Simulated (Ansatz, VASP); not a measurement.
## One calculation of C, two programs

```xyz
9
Lattice="0.0465 0.0467 3.6398 4.4007 0.0697 0.0550 -2.1400 3.6802 0.0203" Properties=species:S:1:pos:R:3 pbc="T T T"
C     2.5266    1.0508    2.0354
C     2.1707    1.5248    0.7651
C     1.8972    1.1959    3.2305
C    -0.4595    2.7644    1.6822
C     0.4623    2.7109    2.8784
C     0.2565    2.1274    0.5455
C     3.7675    0.0049    2.7190
C    -1.8605    3.0896    1.0370
C     0.5147    0.7643    3.6073
```

Change from the starting cell: cell x1, atoms moved at random (sigma 0.15 Å) and cell strained at random (1.5 %), then relaxed without symmetry.

Alike in both runs: task relaxation of cell and atoms; functional PBE; k mesh 6 × 6 × 6; occupations gaussian, width 0.2 eV; no spin polarisation.

```csv
,VASP,Ansatz
version,VASP 6.6.1,Ansatz 0.2.0
potentials or method,"VASP PAW PBE potentials, release 64 (C), cutoff 600 eV","scalar-relativistic, plane waves, PAW"
valence electrons in the cell,36,36
```

VASP gave:

```
gap on the k mesh at the Fermi level, each at its own relaxed structure (eV) : 3.47
relaxed volume (Å³/atom)                                                     : 6.33
relaxed length of the cell vector where the two differ most in proportion (Å)              : 4.068
```

**Question.** What did Ansatz give for the same quantities?

**Answer.** gap on the k mesh at the Fermi level, each at its own relaxed structure (eV): 3.48; relaxed volume (Å³/atom): 6.34; relaxed length of the cell vector where the two differ most in proportion (Å): 4.069.
